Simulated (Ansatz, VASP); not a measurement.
One calculation of Bi, two programs

The input INCAR:

```
SYSTEM = Bi
  PREC = Accurate
  ENCUT = 520
  EDIFF = 1E-7
  ISMEAR = 0
  SIGMA = 0.15
  LREAL = .False.
  LASPH = .True.
  NELM = 80
  ALGO = Fast
  ISIF = 2
  LWAVE = .False.
  LCHARG = .False.
  GGA = PE
  IVDW = 12
  NBANDS = 14
```

The input KPOINTS:

```
Automatic mesh
0
Gamma
  16 16 16
  0 0 0
```

The input POSCAR:

```
Bi
1.0
   -1.9251782833      1.9251782833      2.0280504053
    1.9251782833     -1.9251782833      2.0280504053
    1.9251782833      1.9251782833     -2.0280504053
Bi
1
Direct
    0.0000000000      0.0000000000      0.0000000000
```

Input for Ansatz:

```yaml
crystal:
  lattice:
    - [-1.9251782833, 1.9251782833, 2.0280504053]
    - [1.9251782833, -1.9251782833, 2.0280504053]
    - [1.9251782833, 1.9251782833, -2.0280504053]
  atoms:
    - { symbol: Bi, position: [0.0, 0.0, 0.0] }
basis:
  ecutwfc: 420
kpoints:
  mp_grid: { grid: [16, 16, 16] }
hamiltonian:
  xc: pbe
  dispersion: d3bj
scf:
  occupations: { method: gaussian, width: 0.15 }
output:
  forces: true
  stress: true
  eigenvalues: true
```

Change from the starting cell: strain +e along x and -e along y +0.0000, strain +e along z and -e/2 along x and y +0.0350.

Alike in both runs: task single point; functional PBE; dispersion D3(BJ); k mesh 16 × 16 × 16; occupations gaussian, width 0.15 eV; no spin polarisation.

|  | VASP | Ansatz |
| --- | --- | --- |
| version | VASP 6.6.1 | Ansatz 0.2.0 |
| potentials or method | VASP PAW PBE potentials, release 64 (Bi_d), cutoff 520 eV | scalar-relativistic, plane waves, PAW |
| valence electrons in the cell | 15 | 15 |

|  | VASP | Ansatz | Ansatz less VASP |
| --- | --- | --- | --- |
| gap on the k mesh at the Fermi level (eV) | none | none | - |
| pressure (GPa) | 0.1 | 0.1 | +0.06 |
| traceless stress, the component that is largest in VASP (GPa) | -0.54 | -0.55 | -0.005 |

A gap of «none» marks a metal or a gap that the smearing closes.

Spin-orbit coupling is off throughout.
